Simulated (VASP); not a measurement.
# Be3Rh (I4/mmm) in VASP: single point with LDA

Aim: the single point of Be3Rh with LDA.

Everything below comes from runs of VASP 6.6.1. Logs are shortened: lines on timing, memory, paths and dates and some standing lists are left out, and cuts for length are marked.

### Step 1. The cell of the first run

The structure is tetragonal, space group I4/mmm (No. 139). Conventional cell: a = 3.191 Å, b = 3.191 Å, c = 7.158 Å, α = 90.00°, β = 90.00°, γ = 90.00°. Be (site symmetry -4m2) has 8 Be at 2.26 to 2.40 Å and 4 Rh at 2.40 Å within 3.0 Å. Within 3.0 Å of Be (site symmetry 4/mmm) lie 4 Rh at 2.26 Å and 8 Be at 2.40 Å. Within 3.0 Å of Rh (site symmetry 4/mmm) lie 12 Be at 2.26 to 2.40 Å.

### Step 2. Single point, LDA

Input file INCAR:

```
ALGO = Normal
EDIFF = 1E-6
ENCUT = 520
ISIF = 2
ISMEAR = 1
LASPH = True
LCHARG = False
LREAL = False
LWAVE = False
NBANDS = 18
NELM = 100
PREC = Accurate
SIGMA = 0.05
```

Input file KPOINTS:

```
k-points
0
Gamma
  19 19 19
```

Input file POSCAR:

```
Be3Rh
1.0
   -1.5953127651      1.5953127651      3.5789692061
    1.5953127651     -1.5953127651      3.5789692061
    1.5953127651      1.5953127651     -3.5789692061
Be Rh
3 1
Direct
    0.7500000000      0.2500000000      0.5000000000
    0.2500000000      0.7500000000      0.5000000000
    0.5000000000      0.5000000000      0.0000000000
    0.0000000000      0.0000000000      0.0000000000
```

Potentials or basis: VASP PAW LDA potentials, release 64 (Be, Rh_pv).

Launch:

```sh
$ cat potpaw_LDA.64/Be/POTCAR potpaw_LDA.64/Rh_pv/POTCAR > POTCAR
$ mpirun -np 1 vasp_std > vasp.out
```

OUTCAR:

```text
EDIFF = 1E-6
   ENCUT = 520
   ISIF = 2
   ISMEAR = 1
   LASPH = True
   LREAL = False
   NELM = 100
   PREC = Accurate

 ion  position               nearest neighbor table
   1  0.750  0.250  0.500-   2 2.26   2 2.26   2 2.26   2 2.26   4 2.40   4 2.40   4 2.40   4 2.40

   2  0.250  0.750  0.500-   1 2.26   1 2.26   1 2.26   1 2.26   4 2.40   4 2.40   4 2.40   4 2.40

   3  0.500  0.500  0.000-   4 2.26   4 2.26   4 2.26   4 2.26
   4  0.000  0.000  0.000-   3 2.26   3 2.26   3 2.26   3 2.26   2 2.40   1 2.40   2 2.40   2 2.40
                             1 2.40   1 2.40   2 2.40   1 2.40

  LATTYP: Found a body centered tetragonal cell.
 ALAT       =     3.1906255302
 C/A-ratio  =     2.2434279249

  Lattice vectors:

 A1 = (  -1.5953127651,   1.5953127651,   3.5789692061)
 A2 = (   1.5953127651,  -1.5953127651,   3.5789692061)
 A3 = (   1.5953127651,   1.5953127651,  -3.5789692061)

Analysis of symmetry for initial positions (statically):
=====================================================================
 Subroutine PRICEL returns:
 Original cell was already a primitive cell.

 Routine SETGRP: Setting up the symmetry group for a
 body centered tetragonal supercell.

 Subroutine GETGRP returns: Found 16 space group operations
 (whereof 16 operations were pure point group operations)
 out of a pool of 16 trial point group operations.

The static configuration has the point symmetry D_4h.

Analysis of symmetry for dynamics (positions and initial velocities):
=====================================================================
 Subroutine PRICEL returns:
 Original cell was already a primitive cell.

 Routine SETGRP: Setting up the symmetry group for a
 body centered tetragonal supercell.

 Subroutine GETGRP returns: Found 16 space group operations
 (whereof 16 operations were pure point group operations)
 out of a pool of 16 trial point group operations.

The dynamic configuration has the point symmetry D_4h.

 Subroutine INISYM returns: Found 16 space group operations
 (whereof 16 operations are pure point group operations),
 and found     1 'primitive' translations

----------------------------------------------------------------------------------------

                                     Primitive cell

  volume of cell :      36.4342

[... 85 lines left out ...]
   ICHARG =      2    charge: 1-file 2-atom 10-const
   ISPIN  =      1    spin polarized calculation?
   LNONCOLLINEAR =      F non collinear calculations
   LSORBIT =      F    spin-orbit coupling
   LASPH  =      T    aspherical Exc in radial PAW
   ENCUT  =  520.0 eV  38.22 Ry    6.18 a.u.   7.87  7.87  7.87*2*pi/ulx,y,z
   NELM   =    100;   NELMIN=  2; NELMDL= -5     # of ELM steps
   EDIFF  = 0.1E-05   stopping-criterion for ELM
   LREAL  =      F    real-space projection
   EDIFFG = 0.1E-04   stopping-criterion for IOM
   NSW    =      0    number of steps for IOM
   IBRION =     -1    ionic relax: 0-MD 1-quasi-New 2-CG
   NFREE  =      0    steps in history (QN), initial steepest desc. (CG)
   ISIF   =      2    stress and relaxation
   ISYM   =      2    0-nonsym 1-usesym 2-fastsym
   POTIM  = 0.5000    time-step for ionic-motion
   TEBEG  =    0.0;   TEEND  =   0.0 temperature during run
   PSTRESS=    0.0 pullay stress
   NELECT =      21.0000    total number of electrons
   NUPDOWN=      -1.0000    fix difference up-down
   EMIN   =  10.00;   EMAX   =-10.00  energy-range for DOS
   EFERMI =   0.00;   METHOD = LEGACY
   ISMEAR =     1;   SIGMA  =   0.05  broadening in eV -4-tet -1-fermi 0-gaus
   EFERMI_NEDOS =   21; number of points for ismear=-14 and -15
   IALGO  =     38    algorithm
   IMIX   =      4    mixing-type and parameters
     AMIX     =   0.40;   BMIX     =  1.00
     AMIX_MAG =   1.60;   BMIX_MAG =  1.00
  volume/ion in A,a.u.               =       9.11        61.47
  Fermi-wavevector in a.u.,A,eV,Ry     =   1.362421  2.574603 25.255018  1.856191
  Thomas-Fermi vector in A             =   2.488912
   LORBIT       =      0    0 simple, 1 ext, 2 COOP (PROOUT), +10 PAW based schemes
   GGA     = CA    functional components
   LHFCALC =     F    Hartree Fock is set to
   AEXX    =    0.0000 exact exchange contribution
   IVDW    =     0    specifies the selected vdW correction
   LEPSILON=     F    determine dielectric tensor
   LRPA    =     F    only Hartree local field effects (RPA)
 non-spin polarized calculation
 Methfessel and Paxton  Order N= 1 SIGMA  =   0.05
  energy-cutoff  :      520.00
  volume of cell :       36.43
 maximum number of plane-waves:       997
   NGX = 15   NGY = 15   NGZ = 15

 number of electron      21.0000001 magnetization

 Free energy of the ion-electron system (eV)
  ---------------------------------------------------
  ext. energy  EPLUGINS =         0.00000000
  ---------------------------------------------------
  free energy    TOTEN  =       -23.01853524 eV

  energy without entropy =      -23.01851055  energy(sigma->0) =      -23.01852701

 E-fermi :   8.6316     XC(G=0): -12.0716

 val. band max:        8.6268523823   @ k =  -0.2632   0.1579   0.0526
 cond. band min:       8.6407811023   @ k =  -0.4211  -0.4737   0.2632
 fundamental gap:      0.0139287200
 Fermi energy:         8.6315803871

 k-point     1 :       0.0000    0.0000    0.0000
  band No.  band energies     occupation
      1     -37.8207      2.00000
      2     -37.8207      2.00000
      3     -37.8152      2.00000
      4      -1.3389      2.00000
      5       3.9669      2.00000
      6       4.3506      2.00000
[... 481 lines left out ...]
      5       3.4168      2.00000
      6       3.9132      2.00000
[... 10 lines left out ...]
     17      18.2647      0.00000
     18      18.4794      0.00000

 [... further k-points ...]
[... 5 lines left out ...]
  --------------------------------------------------------------------------------------
  -------------------------------------------------------------------------------------
  Total        0.1876679      0.1876679      0.1929712      0.0000000      0.0000000      0.0000000
  in kB        8.2526029      8.2526029      8.4858134      0.0000000      0.0000000      0.0000000
  external PRESSURE =       8.3303397 kB  Pullay stress =       0.0000000 kB

 VOLUME and BASIS-vectors are now :
 -----------------------------------------------------------------------------
  energy-cutoff  :      520.00
  volume of cell :       36.43
      direct lattice vectors                 reciprocal lattice vectors
    -1.595312765  1.595312765  3.578969206     0.000000000  0.313418165  0.139705030
     1.595312765 -1.595312765  3.578969206     0.313418165  0.000000000  0.139705030
     1.595312765  1.595312765 -3.578969206     0.313418165  0.313418165  0.000000000

 POSITION                                       TOTAL-FORCE (eV/Angst)
 -----------------------------------------------------------------------------------
      0.00000      1.59531      1.78948         0.000000      0.000000     -0.000000
      1.59531      0.00000      1.78948        -0.000000     -0.000000      0.000000
      0.00000      0.00000      3.57897        -0.000000     -0.000000      0.000000
      0.00000      0.00000      0.00000        -0.000000     -0.000000      0.000000
 -----------------------------------------------------------------------------------
    total drift:                                0.000000     -0.000000     -0.000000

  FREE ENERGIE OF THE ION-ELECTRON SYSTEM (eV)
  ---------------------------------------------------
  free  energy   TOTEN  =       -23.0185352438 eV

  energy  without entropy=      -23.0185105511  energy(sigma->0) =      -23.01852701
```

OSZICAR:

```text
N       E                     dE             d eps       ncg     rms          rms(c)
DAV:   1     0.135218461231E+03    0.13522E+03   -0.11351E+04 20160   0.110E+03
DAV:   2    -0.216896224221E+02   -0.15691E+03   -0.15280E+03 21724   0.310E+02
DAV:   3    -0.248652640774E+02   -0.31756E+01   -0.31482E+01 25182   0.457E+01
DAV:   4    -0.248831375618E+02   -0.17873E-01   -0.17866E-01 23252   0.353E+00
DAV:   5    -0.248833395155E+02   -0.20195E-03   -0.20195E-03 23874   0.376E-01    0.162E+01
DAV:   6    -0.240606815476E+02    0.82266E+00   -0.18096E+01 20890   0.371E+01    0.648E+00
DAV:   7    -0.230401605736E+02    0.10205E+01   -0.35331E+00 20658   0.196E+01    0.167E+00
DAV:   8    -0.230263677194E+02    0.13793E-01   -0.61284E-02 21978   0.163E+00    0.102E+00
DAV:   9    -0.230187337621E+02    0.76340E-02   -0.10640E-02 22906   0.768E-01    0.185E-01
DAV:  10    -0.230185296127E+02    0.20415E-03   -0.82147E-04 21918   0.282E-01    0.318E-02
DAV:  11    -0.230185353471E+02   -0.57344E-05   -0.21034E-05 23428   0.319E-02    0.113E-02
DAV:  12    -0.230185352438E+02    0.10340E-06   -0.98941E-07 13556   0.854E-03
   1 F= -.23018535E+02 E0= -.23018527E+02  d E =-.246926E-04
```

stdout:

```text
POSCAR found type information on POSCAR BeRh
 POSCAR found :  2 types and       4 ions
 scaLAPACK will be used
 LDA part: xc-table for (Slater(with rela. corr.)+CA(PZ))
 , standard interpolation
 POSCAR, INCAR and KPOINTS ok, starting setup
 FFT: planning ... GRIDC
 FFT: planning ... GRID_SOFT
 FFT: planning ... GRID
 WAVECAR not read
 entering main loop
```

It took 1.8 min on 1 thread of Intel Xeon 6975P-C (Granite Rapids), shared host; peak memory 0.43 GiB.

What came out:

* Free energy: -23.0185 eV
* Pressure: 0.8 GPa
* Band gap on the k mesh: zero (an odd number of electrons rules out a gap without spin polarisation)
